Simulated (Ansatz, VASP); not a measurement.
Two plane-wave programs on CdO

```
Cd O
1.0
     0.00000    2.38401    2.38401
     2.38401    0.00000    2.38401
     2.38401    2.38401    0.00000
Cd O
1 1
Direct
  0.00000 0.00000 0.00000
  0.50000 0.50000 0.50000
```

Alike in both runs: task single point; functional PBE; k mesh 8 × 8 × 8; occupations fermi-dirac, width 0.02 eV; no spin polarisation.

```csv
,VASP,Ansatz
version,VASP 6.6.1,Ansatz 0.2.0
potentials or method,"VASP PAW PBE potentials, release 64 (Cd_sv_GW, O)","plane waves, PAW"
plane-wave cutoff (eV),700,420
valence electrons in the cell,26,26
```

|  | VASP | Ansatz | Ansatz less VASP |
| --- | --- | --- | --- |
| pressure (GPa) | -0.2 | 0.0 | +0.20 |
